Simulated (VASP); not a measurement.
A run of VASP 6.6.1:

File POSCAR:

```
WC
1.0
    0.0000000000      2.3021091000      2.3021091000
    2.3021091000      0.0000000000      2.3021091000
    2.3021091000      2.3021091000      0.0000000000
W C
1 1
Direct
    0.0000000000      0.0000000000      0.0000000000
    0.7500000000      0.7500000000      0.7500000000
```

Contents of INCAR.step1:

```
SYSTEM = WC
PREC     = Accurate       ! precision mode
ENCUT    = 600            ! plane-wave cutoff, eV
EDIFF    = 1E-5           ! SCF threshold, eV
ISMEAR   = -1             ! smearing method
SIGMA    = 0.05           ! smearing width, eV
LREAL    = .FALSE.        ! projectors in reciprocal space
LASPH    = .TRUE.         ! aspherical terms in the spheres
NELM     = 60             ! most SCF steps
ALGO     = Normal         ! electronic algorithm
LWAVE    = .TRUE.         ! write WAVECAR
LCHARG   = .FALSE.        ! write CHGCAR
GGA      = PE             ! functional
NBANDS   = 16             ! bands
```

The input INCAR.step2:

```
SYSTEM = WC
PREC     = Accurate       ! precision mode
ENCUT    = 600            ! plane-wave cutoff, eV
EDIFF    = 1E-6           ! SCF threshold, eV
ISMEAR   = -1             ! smearing method
SIGMA    = 0.05           ! smearing width, eV
LREAL    = .FALSE.        ! projectors in reciprocal space
LASPH    = .TRUE.         ! aspherical terms in the spheres
NELM     = 60             ! most SCF steps
ALGO     = Normal         ! electronic algorithm
ISIF     = 3              ! what is computed and relaxed
LWAVE    = .FALSE.        ! write WAVECAR
LCHARG   = .FALSE.        ! write CHGCAR
GGA      = PE             ! functional
LHFCALC  = .TRUE.         ! exact exchange
HFSCREEN = 0.2079         ! screening, 1/A
PRECFOCK = Normal       
IBRION   = 2              ! ionic algorithm
NSW      = 60             ! ionic steps
EDIFFG   = -0.01          ! ionic threshold
ISTART   = 1
```

The input KPOINTS:

```
regular mesh
0
G
  5 5 5
  0 0 0
```

Potentials or basis: VASP PAW PBE potentials, release 64 (W_sv, C).

The run is started by

```bash
$ cat potpaw_PBE.64/W_sv/POTCAR potpaw_PBE.64/C/POTCAR > POTCAR
$ cp INCAR.step1 INCAR
$ mpirun -np 1 vasp_std > vasp.out
$ cp INCAR.step2 INCAR
$ mpirun -np 1 vasp_std > vasp.out
```

Hardware: 1 thread of AMD EPYC 7R43 64-Core Processor (Zen 3) (shared host).

**Question.** How long does it take, and how much memory?

**Answer.** Wall time 69 min on 1 thread of AMD EPYC 7R43 64-Core Processor (Zen 3), with other jobs on the host, peak memory 0.22 GiB. Counts: k points 10, ion steps 4.
